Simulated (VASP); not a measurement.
# Cr (Im-3m) in VASP: further runs

The runs below take Cr through single point, with LDA.

All numbers are computed with VASP 6.6.1; they aren't measurements. Logs are shortened: lines on timing, memory, paths and dates and some standing lists are left out, and cuts for length are marked.

## 1. The cell of the first run

Symmetry: Im-3m, No. 229, cubic system. Conventional cell: a = 2.788 Å, b = 2.788 Å, c = 2.788 Å, α = 90.00°, β = 90.00°, γ = 90.00°. Cr (site symmetry m-3m) has 14 Cr at 2.41 to 2.79 Å within 3.2 Å.

## 2. Single point, LDA

The input, INCAR:

```
SYSTEM = Cr
PREC = Accurate
ENCUT = 520
EDIFF = 1E-6
ISMEAR = 0
SIGMA = 0.05
LREAL = .False.
LASPH = .True.
NELM = 100
ALGO = Normal
ISIF = 2
LWAVE = .False.
LCHARG = .False.
GGA = CA
NBANDS = 12
```

The input, KPOINTS:

```
Automatic mesh
0
Gamma
  22 22 22
  0 0 0
```

The input, POSCAR:

```
Cr
1.0
   -1.3942323889      1.3942323889      1.3942323889
    1.3942323889     -1.3942323889      1.3942323889
    1.3942323889      1.3942323889     -1.3942323889
Cr
1
Direct
    0.0000000000      0.0000000000      0.0000000000
```

Potentials or basis: VASP PAW LDA potentials, release 64 (Cr_pv).

Run with:

```sh
$ cat potpaw_LDA.64/Cr_pv/POTCAR > POTCAR
$ mpirun -np 1 vasp_std > vasp.out
```

OUTCAR:

```text
SYSTEM = Cr
   PREC = Accurate
   ENCUT = 520
   EDIFF = 1E-6
   ISMEAR = 0
   LREAL = .False.
   LASPH = .True.
   NELM = 100
   ISIF = 2
   GGA = CA

 ion  position               nearest neighbor table
   1  0.000  0.000  0.000-

  LATTYP: Found a body centered cubic cell.
 ALAT       =     2.7884647778

  Lattice vectors:

 A1 = (  -1.3942323889,   1.3942323889,   1.3942323889)
 A2 = (   1.3942323889,  -1.3942323889,   1.3942323889)
 A3 = (   1.3942323889,   1.3942323889,  -1.3942323889)

Analysis of symmetry for initial positions (statically):
=====================================================================
 Subroutine PRICEL returns:
 Original cell was already a primitive cell.

 Routine SETGRP: Setting up the symmetry group for a
 body centered cubic supercell.

 Subroutine GETGRP returns: Found 48 space group operations
 (whereof 48 operations were pure point group operations)
 out of a pool of 48 trial point group operations.

The static configuration has the point symmetry O_h .

Analysis of symmetry for dynamics (positions and initial velocities):
=====================================================================
 Subroutine PRICEL returns:
 Original cell was already a primitive cell.

 Routine SETGRP: Setting up the symmetry group for a
 body centered cubic supercell.

 Subroutine GETGRP returns: Found 48 space group operations
 (whereof 48 operations were pure point group operations)
 out of a pool of 48 trial point group operations.

The dynamic configuration has the point symmetry O_h .

 Subroutine INISYM returns: Found 48 space group operations
 (whereof 48 operations are pure point group operations),
 and found     1 'primitive' translations

----------------------------------------------------------------------------------------

                                     Primitive cell

  volume of cell :      10.8409

  direct lattice vectors                    reciprocal lattice vectors
    -1.394232389  1.394232389  1.394232389     0.000000000  0.358620273  0.358620273
     1.394232389 -1.394232389  1.394232389     0.358620273  0.000000000  0.358620273
     1.394232389  1.394232389 -1.394232389     0.358620273  0.358620273  0.000000000

  length of vectors
     2.414881335  2.414881335  2.414881335     0.507165654  0.507165654  0.507165654

  position of ions in fractional coordinates (direct lattice)
     0.000000000  0.000000000  0.000000000

  ion indices of the primitive-cell ions
   primitive index   ion index
                 1           1

----------------------------------------------------------------------------------------

 KPOINTS: Automatic mesh

Automatic generation of k-mesh.
 Grid dimensions read from file:
 generate k-points for:   22   22   22

 Generating k-lattice:

  Cartesian coordinates                     Fractional coordinates (reciprocal lattice)
     0.000000000  0.016300922  0.016300922     0.045454545  0.000000000  0.000000000
     0.016300922  0.000000000  0.016300922     0.000000000  0.045454545  0.000000000
     0.016300922  0.016300922  0.000000000     0.000000000  0.000000000  0.045454545

  Length of vectors
     0.023052984  0.023052984  0.023052984

  Shift w.r.t. Gamma in fractional coordinates (k-lattice)
     0.000000000  0.000000000  0.000000000

 Subroutine IBZKPT returns following result:
 ===========================================

 Found    328 irreducible k-points:

 Following reciprocal coordinates:
            Coordinates               Weight
  0.000000  0.000000  0.000000      1.000000
  0.045455  0.000000  0.000000     12.000000
  0.090909  0.000000  0.000000     12.000000
  0.136364  0.000000  0.000000     12.000000
  0.181818  0.000000  0.000000     12.000000
  0.227273  0.000000  0.000000     12.000000
[... 16 lines left out ...]
  0.090909  0.090909  0.000000     24.000000
  0.136364  0.090909  0.000000     48.000000
 [... further k-points ...]
   k-points           NKPTS =    328   k-points in BZ     NKDIM =    328   number of bands    NBANDS=     12
   number of dos      NEDOS =    301   number of ions     NIONS =      1
   total plane-waves  NPLWV =   5832
   dimension x,y,z NGX =    18 NGY =   18 NGZ =   18
   dimension x,y,z NGXF=    36 NGYF=   36 NGZF=   36
   ions per type =               1
   NGX,Y,Z   is equivalent  to a cutoff of  12.39, 12.39, 12.39 a.u.
   NGXF,Y,Z  is equivalent  to a cutoff of  24.78, 24.78, 24.78 a.u.
 SYSTEM =  Cr
   PREC   = accura    normal or accurate (medium, high low for compatibility)
   ISTART =      0    job   : 0-new  1-cont  2-samecut
   ICHARG =      2    charge: 1-file 2-atom 10-const
   ISPIN  =      1    spin polarized calculation?
   LNONCOLLINEAR =      F non collinear calculations
   LSORBIT =      F    spin-orbit coupling
   LASPH  =      T    aspherical Exc in radial PAW
   ENCUT  =  520.0 eV  38.22 Ry    6.18 a.u.   4.49  4.49  4.49*2*pi/ulx,y,z
   NELM   =    100;   NELMIN=  2; NELMDL= -5     # of ELM steps
   EDIFF  = 0.1E-05   stopping-criterion for ELM
   LREAL  =      F    real-space projection
   EDIFFG = 0.1E-04   stopping-criterion for IOM
   NSW    =      0    number of steps for IOM
   IBRION =     -1    ionic relax: 0-MD 1-quasi-New 2-CG
   NFREE  =      0    steps in history (QN), initial steepest desc. (CG)
   ISIF   =      2    stress and relaxation
   ISYM   =      2    0-nonsym 1-usesym 2-fastsym
   POTIM  = 0.5000    time-step for ionic-motion
   TEBEG  =    0.0;   TEEND  =   0.0 temperature during run
   PSTRESS=    0.0 pullay stress
   NELECT =      12.0000    total number of electrons
   NUPDOWN=      -1.0000    fix difference up-down
   EMIN   =  10.00;   EMAX   =-10.00  energy-range for DOS
   EFERMI =   0.00;   METHOD = LEGACY
   ISMEAR =     0;   SIGMA  =   0.05  broadening in eV -4-tet -1-fermi 0-gaus
   EFERMI_NEDOS =   21; number of points for ismear=-14 and -15
   IALGO  =     38    algorithm
   IMIX   =      4    mixing-type and parameters
     AMIX     =   0.40;   BMIX     =  1.00
     AMIX_MAG =   1.60;   BMIX_MAG =  1.00
  volume/ion in A,a.u.               =      10.84        73.16
  Fermi-wavevector in a.u.,A,eV,Ry     =   1.693480  3.200213 39.019803  2.867875
  Thomas-Fermi vector in A             =   2.774878
   LORBIT       =      0    0 simple, 1 ext, 2 COOP (PROOUT), +10 PAW based schemes
   GGA     = CA    functional components
   LHFCALC =     F    Hartree Fock is set to
   AEXX    =    0.0000 exact exchange contribution
   IVDW    =     0    specifies the selected vdW correction
   LEPSILON=     F    determine dielectric tensor
   LRPA    =     F    only Hartree local field effects (RPA)
 non-spin polarized calculation
 Gauss-broadening in eV      SIGMA  =   0.05
  energy-cutoff  :      520.00
  volume of cell :       10.84
 maximum number of plane-waves:       321
 NGX is ok and might be reduce to    18
   NGX =  9   NGY =  9   NGZ =  9

 number of electron      12.0000011 magnetization

 Free energy of the ion-electron system (eV)
  ---------------------------------------------------
  ext. energy  EPLUGINS =         0.00000000
  ---------------------------------------------------
  free energy    TOTEN  =       -10.62727794 eV

  energy without entropy =      -10.62600224  energy(sigma->0) =      -10.62664009

 E-fermi :  11.7388     XC(G=0): -14.3778

 val. band max:       11.7275424327   @ k =  -0.1818   0.2273   0.0909
 cond. band min:      11.7459172474   @ k =  -0.4091   0.4545   0.2727
 fundamental gap:      0.0183748148
 Fermi energy:        11.7387937527

 k-point     1 :       0.0000    0.0000    0.0000
  band No.  band energies     occupation
      1     -30.5147      2.00000
      2     -30.5147      2.00000
      3     -30.5147      2.00000
      4       3.7273      2.00000
      5      10.7235      2.00000
      6      10.7235      2.00000
      7      10.7235      2.00000
      8      12.9019      0.00000
      9      12.9019      0.00000
     10      17.1137      0.00000
     11      34.5540      0.00000
     12      34.5540      0.00000

 k-point     2 :       0.0455    0.0000    0.0000
  band No.  band energies     occupation
      1     -30.5393      2.00000
      2     -30.5221      2.00000
      3     -30.5149      2.00000
      4       3.8242      2.00000
      5      10.6843      2.00000
      6      10.7177      2.00000
      7      10.7913      2.00000
      8      12.8564      0.00000
      9      12.9045      0.00000
     10      17.1137      0.00000
     11      34.3718      0.00000
     12      34.5408      0.00000

 k-point     3 :       0.0909    0.0000    0.0000
  band No.  band energies     occupation
      1     -30.6108      2.00000
      2     -30.5436      2.00000
      3     -30.5154      2.00000
      4       4.1086      2.00000
      5      10.5714      2.00000
      6      10.6926      2.00000
      7      10.9920      2.00000
      8      12.7411      0.00000
      9      12.9132      0.00000
     10      17.1137      0.00000
     11      33.8297      0.00000
     12      34.4520      0.00000
[... 286 lines left out ...]
 k-point    23 :       0.0909    0.0909    0.0000
  band No.  band energies     occupation
      1     -30.7848      2.00000
      2     -30.5761      2.00000
      3     -30.5383      2.00000
      4       4.8236      2.00000
      5      10.3759      2.00000
      6      10.4685      2.00000
      7      11.5557      2.00000
      8      12.5066      0.00000
      9      12.9858      0.00000
     10      17.1136      0.00000
     11      32.6301      0.00000
     12      33.7164      0.00000

 k-point    24 :       0.1364    0.0909    0.0000
  band No.  band energies     occupation
      1     -30.9147      2.00000
      2     -30.6169      2.00000
      3     -30.5457      2.00000
      4       5.3926      2.00000
      5      10.1812      2.00000
      6      10.3225      2.00000
      7      12.0145      0.00000
      8      12.4130      0.00000
      9      13.0491      0.00000
     10      17.1135      0.00000
     11      31.6129      0.00000
     12      32.9367      0.00000

 [... further k-points ...]
[... 5 lines left out ...]
  --------------------------------------------------------------------------------------
  -------------------------------------------------------------------------------------
  Total        0.0080761      0.0080761      0.0080761     -0.0000000      0.0000000      0.0000000
  in kB        1.1935601      1.1935601      1.1935601     -0.0000000      0.0000000      0.0000000
  external PRESSURE =       1.1935601 kB  Pullay stress =       0.0000000 kB

 VOLUME and BASIS-vectors are now :
 -----------------------------------------------------------------------------
  energy-cutoff  :      520.00
  volume of cell :       10.84
      direct lattice vectors                 reciprocal lattice vectors
    -1.394232389  1.394232389  1.394232389     0.000000000  0.358620273  0.358620273
     1.394232389 -1.394232389  1.394232389     0.358620273  0.000000000  0.358620273
     1.394232389  1.394232389 -1.394232389     0.358620273  0.358620273  0.000000000

 POSITION                                       TOTAL-FORCE (eV/Angst)
 -----------------------------------------------------------------------------------
      0.00000      0.00000      0.00000        -0.000000     -0.000000     -0.000000
 -----------------------------------------------------------------------------------
    total drift:                                0.000000     -0.000000      0.000000

  FREE ENERGIE OF THE ION-ELECTRON SYSTEM (eV)
  ---------------------------------------------------
  free  energy   TOTEN  =       -10.6272779395 eV

  energy  without entropy=      -10.6260022363  energy(sigma->0) =      -10.62664009
```

It took 39 s on 1 thread of AMD EPYC 7R43 (Zen 3), shared host; peak memory 0.11 GiB.

What came out:

| Property | Result |
| --- | --- |
| Free energy | -10.6273 eV |
| Pressure | 0.1 GPa |
| Band gap on the k mesh | zero (band 6 reaches 14.43 eV, above the bottom of band 7 at 10.72 eV) |

Levels at points of the mesh, in eV from the Fermi level:
| k point | band 2 | band 3 | band 4 | band 5 | band 6 | band 7 | band 8 | band 9 | band 10 | band 11 |
| --- | --- | --- | --- | --- | --- | --- | --- | --- | --- | --- |
| (0.00, 0.00, 0.00) | -42.25 | -42.25 | -8.01 | -1.02 | -1.02 | -1.02 | 1.16 | 1.16 | 5.37 | 22.82 |
| (0.50, 0.00, 0.00) | -42.61 | -42.26 | -4.77 | -2.71 | 1.20 | 1.38 | 1.54 | 3.12 | 5.37 | 10.73 |
| (0.50, 0.50, 0.50) | -43.04 | -43.04 | -4.77 | -4.77 | 2.69 | 2.69 | 2.69 | 5.37 | 11.20 | 11.20 |

Caveat: the run has no spin polarisation, though such a crystal can be magnetic. Spin polarisation is off, so any magnetic state and its effect on volume and gap are missing.

[end of part 1 of 2]
